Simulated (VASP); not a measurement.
## BAs: elastic constants with PBE

BAs:

```xyz
2
Lattice="0.0000 2.3663 2.3663 2.3663 0.0000 2.3663 2.3663 2.3663 0.0000" Properties=species:S:1:pos:R:3 pbc="T T T"
B     0.0000    0.0000    0.0000
As    3.5494    3.5494    3.5494
```

```yaml
Program: VASP 6.6.1
Task: elastic constants
Functional: PBE
Potentials_or_basis: VASP PAW PBE potentials, release 64 (B, As)
Cutoff: 600 eV
k_mesh: 10 × 10 × 10
Occupations: gaussian, width 0.01 eV
Spin: no spin polarisation
Dipole_correction: no
Ions_in_elastic_constants: relaxed
Further_INCAR_settings: ALGO = Normal; EDIFF = 1e-08; IBRION = 6; POTIM = 0.015; NSW = 1; ISIF = 3
```

| Quantity | Value |
| --- | --- |
| Elastic constants C11, C12, C44 | 296, 85, 159 GPa |
| Voigt bulk modulus | 155 GPa |
| Highest phonon frequency at Γ, LO-TO splitting left out | 716 cm⁻¹ |

Phonon frequencies in cm⁻¹ (negative: imaginary):
```
              q point        frequencies
(0.000, 0.000, 0.000)  0 0 0 716 716 716
```

Elastic tensor in Voigt notation (GPa, in the Cartesian axes of the cell as first typed):
```
296  85  85   0   0   0
 85 296  85   0   0   0
 85  85 296   0   0   0
  0   0   0 159   0   0
  0   0   0   0 159   0
  0   0   0   0   0 159
```

Clamped-ion elastic tensor (GPa):
```
296  85  85   0   0   0
 85 296  85   0   0   0
 85  85 296   0   0   0
  0   0   0 186   0   0
  0   0   0   0 186   0
  0   0   0   0   0 186
```

Run time: 11 min on 1 thread of Intel Xeon 8259CL, with other jobs on the host, peak memory 0.29 GiB.

Caveat: the cell is under stress, which shifts elastic constants.
